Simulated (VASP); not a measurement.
Write the native input for VASP 6.6.1 that does the following.

* Task: relaxation of cell and atoms
* Functional: PBEsol
* Potentials or basis: VASP PAW PBE potentials, release 64 (Ag)
* Cutoff: 600 eV
* k mesh: 10 × 10 × 6
* Occupations: fermi-dirac, width 0.05 eV
* Spin: no spin polarisation
* Target pressure: 5 GPa
* Dipole correction: no
* Further INCAR settings: ALGO = Normal; EDIFF = 1e-07; IBRION = 2; EDIFFG = -0.02; NSW = 80; ISIF = 3

The structure of Ag lies in POSCAR:

```
Ag
1.0
    2.9300000000      0.0000000000      0.0000000000
   -1.4650000000      2.5374544331      0.0000000000
    0.0000000000      0.0000000000      4.7900000000
Ag
2
Direct
    0.6666666667      0.3333333333      0.7500000000
    0.3333333333      0.6666666667      0.2500000000
```

One way to write it, as run:

INCAR

```
ALGO = Normal
EDIFF = 1E-7
EDIFFG = -0.02
ENCUT = 600
GGA = PS
IBRION = 2
ISIF = 3
ISMEAR = -1
LASPH = True
LCHARG = False
LREAL = False
LWAVE = False
NELM = 60
NSW = 80
PREC = Accurate
PSTRESS = 50.0
SIGMA = 0.05
```

KPOINTS

```
k-points
0
Gamma
  10 10 6
```

Potentials or basis: VASP PAW PBE potentials, release 64 (Ag).

The run is started by

```sh
$ cat potpaw_PBE.64/Ag/POTCAR > POTCAR
$ mpirun -np 1 vasp_std > vasp.out
```

It gave:

```
Relaxed volume                                         : 16.07 Å³/atom
Relaxed cell                                           : a = 2.837 Å, b = 2.837 Å, c = 4.612 Å, α = 90.00°, β = 90.00°, γ = 120.00°
Space group after relaxing (to 0.05 Å)                 : P6_3/mmc (No. 194)
Energy change on relaxing (the enthalpy is what falls) : -13.8 meV/atom
Ionic steps                                            : 7
Pressure after relaxing                                : 5.1 GPa
Band gap on the k mesh                                 : zero (band 11 reaches 12.32 eV, above the bottom of band 12 at 5.63 eV)
```

Caveat: the cell is relaxed towards a set pressure, so the enthalpy falls and the energy may rise; the PAW data sets were made with another functional, which shifts forces and pressure a little.

Wall time 73 s on 1 thread of AMD EPYC 9R45 96-Core Processor (Zen 5) (shared host), peak memory 0.15 GiB.
